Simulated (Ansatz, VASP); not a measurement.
Two plane-wave programs on PbS2

File INCAR:

```
SYSTEM = PbS2
ALGO = Normal
EDIFF = 1E-6
ENCUT = 520
GGA = PE
ISIF = 2
ISMEAR = -1
LASPH = .TRUE.
LCHARG = .FALSE.
LREAL = .FALSE.
LWAVE = .FALSE.
NBANDS = 35
NELM = 80
PREC = Accurate
SIGMA = 0.02
```

File KPOINTS:

```
k-points
0
G
  4 4 6
  0 0 0
```

Contents of POSCAR:

```
PbS2
1.0
    6.5354311462      0.0000000000      0.0000000000
    0.0000000000      6.5354311462      0.0000000000
    0.0000000000      0.0000000000      4.1129384692
Pb S
2 4
Direct
    0.0000000000      0.0000000000      0.0000000000
    0.5000000000      0.5000000000      0.5000000000
    0.3057980111      0.3057980111      0.0000000000
    0.1942019889      0.8057980111      0.5000000000
    0.8057980111      0.1942019889      0.5000000000
    0.6942019889      0.6942019889      0.0000000000
```

Input for Ansatz:

```yaml
crystal:
  lattice:
    - [6.5354311462, 0.0, 0.0]
    - [0.0, 6.5354311462, 0.0]
    - [0.0, 0.0, 4.1129384692]
  atoms:
    - { symbol: Pb, position: [0.0, 0.0, 0.0] }
    - { symbol: Pb, position: [0.5, 0.5, 0.5] }
    - { symbol: S, position: [0.3057980111, 0.3057980111, 0.0] }
    - { symbol: S, position: [0.1942019889, 0.8057980111, 0.5] }
    - { symbol: S, position: [0.8057980111, 0.1942019889, 0.5] }
    - { symbol: S, position: [0.6942019889, 0.6942019889, 0.0] }
kpoints:
  mp_grid: { grid: [4, 4, 6] }
hamiltonian:
  xc: pbe
scf:
  occupations: { method: fermi_dirac, width: 0.02 }
  n_extra_bands: 5
output:
  forces: true
  stress: true
  eigenvalues: true
```

Alike in both runs: task single point; functional PBE; k mesh 4 × 4 × 6; occupations fermi-dirac, width 0.02 eV; no spin polarisation.

|  | VASP | Ansatz |
| --- | --- | --- |
| version | VASP 6.6.1 | Ansatz 0.2.0 |
| potentials or method | VASP PAW PBE potentials, release 64 (Pb_d, S) | plane waves, PAW |
| plane-wave cutoff (eV) | 520 | 420 |
| valence electrons in the cell | 52 | 52 |

Ansatz gave:

| Property | Result |
| --- | --- |
| pressure (GPa) | -2.4 |
| traceless stress, the component that is largest in VASP (GPa) | -0.37 |
| rms of the force components (eV/Å) | 0.052 |

Task: What did VASP give for the same quantities?

Result: Pressure (GPa): -2.4; traceless stress, the component that is largest in VASP (GPa): -0.39; rms of the force components (eV/Å): 0.054.

Atom by atom the forces differ by 0.001 eV/Å (rms over components).

Spin-orbit coupling is off throughout.
